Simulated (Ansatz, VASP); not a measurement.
**WSe3: VASP beside Ansatz**

The input INCAR:

```
SYSTEM = WSe3
PREC = Accurate
ENCUT = 520
EDIFF = 1E-6
ISMEAR = 0
SIGMA = 0.1
LREAL = .False.
LASPH = .True.
NELM = 60
ALGO = Normal
ISIF = 2
LWAVE = .False.
LCHARG = .False.
GGA = PE
NBANDS = 24
```

File KPOINTS:

```
Automatic mesh
0
Gamma
  6 6 6
  0 0 0
```

The input POSCAR:

```
WSe3
1.0
   -2.1972907733      2.1972907733      4.9082339352
    2.1972907733     -2.1972907733      4.9082339352
    2.1972907733      2.1972907733     -4.9082339352
W Se
1 3
Direct
    0.0000000000      0.0000000000      0.0000000000
    0.5000000000      0.5000000000      0.0000000000
    0.2500000000      0.7500000000      0.5000000000
    0.7500000000      0.2500000000      0.5000000000
```

Input for Ansatz:

```yaml
crystal:
  lattice:
    - [-2.1972907733, 2.1972907733, 4.9082339352]
    - [2.1972907733, -2.1972907733, 4.9082339352]
    - [2.1972907733, 2.1972907733, -4.9082339352]
  atoms:
    - { symbol: W, position: [0.0, 0.0, 0.0] }
    - { symbol: Se, position: [0.5, 0.5, 0.0] }
    - { symbol: Se, position: [0.25, 0.75, 0.5] }
    - { symbol: Se, position: [0.75, 0.25, 0.5] }
basis:
  ecutwfc: 420
kpoints:
  mp_grid: { grid: [6, 6, 6] }
hamiltonian:
  xc: pbe
scf:
  occupations: { method: gaussian, width: 0.1 }
  lower_state_search: "off"
output:
  forces: true
  stress: true
  eigenvalues: true
```

Alike in both runs: task single point; functional PBE; k mesh 6 × 6 × 6; occupations gaussian, width 0.1 eV; no spin polarisation.

|  | VASP | Ansatz |
| --- | --- | --- |
| version | VASP 6.6.1 | Ansatz 0.2.0 |
| potentials or method | VASP PAW PBE potentials, release 64 (W_sv, Se), cutoff 520 eV | scalar-relativistic, plane waves, PAW |
| valence electrons in the cell | 32 | 62 |

Ansatz gave:

| Quantity | Value |
| --- | --- |
| gap on the k mesh at the Fermi level (eV) | none |
| pressure (GPa) | -16.1 |
| traceless stress, the component that is largest in VASP (GPa) | -3.88 |

Problem. What did VASP give for the same quantities?

Solution. gap on the k mesh at the Fermi level (eV): none; pressure (GPa): -16.0; traceless stress, the component that is largest in VASP (GPa): -3.88.

A gap of «none» marks a metal or a gap that the smearing closes. With one functional, cell and mesh, what is left measures potentials, basis and numerics. VASP's potentials hold 32 valence electrons a cell and Ansatz's 62, so a difference there can come from the potentials and not from the codes.

Spin-orbit coupling is off throughout.
